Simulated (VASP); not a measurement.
A run of VASP 6.6.1:

The input INCAR:

```
SYSTEM = SnO
ALGO = Normal
EDIFF = 1E-6
ENCUT = 520
GGA = PE
ISIF = 2
ISMEAR = 0
IVDW = 12
LASPH = .TRUE.
LCHARG = .FALSE.
LREAL = .FALSE.
LWAVE = .FALSE.
NBANDS = 28
NELM = 80
PREC = Accurate
SIGMA = 0.15
```

File KPOINTS:

```
k-points
0
G
  14 14 12
  0 0 0
```

The input POSCAR:

```
SnO
1.0
    3.9452399817      0.0000000000      0.0000000000
    0.0000000000      3.9452399817      0.0000000000
    0.0000000000      0.0000000000      4.5046356890
Sn O
2 2
Direct
    0.0000000000      0.5000000000      0.2432422108
    0.5000000000      0.0000000000      0.7567577892
    0.0000000000      0.0000000000      0.0000000000
    0.5000000000      0.5000000000      0.0000000000
```

Potentials or basis: VASP PAW PBE potentials, release 64 (Sn_d, O).

The run is started by

```bash
$ cat potpaw_PBE.64/Sn_d/POTCAR potpaw_PBE.64/O/POTCAR > POTCAR
$ mpirun -np 1 vasp_std > vasp.out
```

Hardware: 1 thread of Intel(R) Xeon(R) 6975P-C (Granite Rapids), on a shared host.

Problem. How long does it take, and how much memory?

Solution. It took 2.9 min on 1 thread of Intel(R) Xeon(R) 6975P-C (Granite Rapids), with other jobs on the host, peak memory 0.48 GiB. Counts: scf iterations 14, k points 252.
